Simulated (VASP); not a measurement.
A run of VASP 6.6.1 is set up as follows.

The input INCAR:

```
SYSTEM = MnO
PREC = Accurate ; ENCUT = 520
EDIFF = 1E-8 ; ISMEAR = -1
SIGMA = 0.05 ; LREAL = .False.
LASPH = .True. ; NELM = 150
ALGO = Normal ; ISIF = 2
LWAVE = .False. ; LCHARG = .False.
ISPIN = 2 ; MAGMOM = 4 0
LORBIT = 11 ; LMAXMIX = 4
GGA = PE ; LEFG = .True.
NBANDS = 20
```

Contents of KPOINTS:

```
Automatic mesh
0
Gamma
  16 16 16
  0 0 0
```

Contents of POSCAR:

```
MnO
1.0
    0.0000000000      2.2512401953      2.2512401953
    2.2512401953      0.0000000000      2.2512401953
    2.2512401953      2.2512401953      0.0000000000
Mn O
1 1
Direct
    0.0000000000      0.0000000000      0.0000000000
    0.5000000000      0.5000000000      0.5000000000
```

Potentials or basis: VASP PAW PBE potentials, release 64 (Mn_pv, O).

Launch:

```sh
$ cat potpaw_PBE.64/Mn_pv/POTCAR potpaw_PBE.64/O/POTCAR > POTCAR
$ mpirun -np 1 vasp_std > vasp.out
```

What does it give for the site moments?

Mn +4.39; O +0.20 μB.

What does it give for the pressure?

-4.1 GPa.

Predict the net moment.

4.85 μB per cell.

Caveat: without QUAD_EFG the Cq values of the log hold for a quadrupole moment of 1 mb, not for the nuclei; a cell with one magnetic atom can't hold antiferromagnetic order, which such compounds often take.
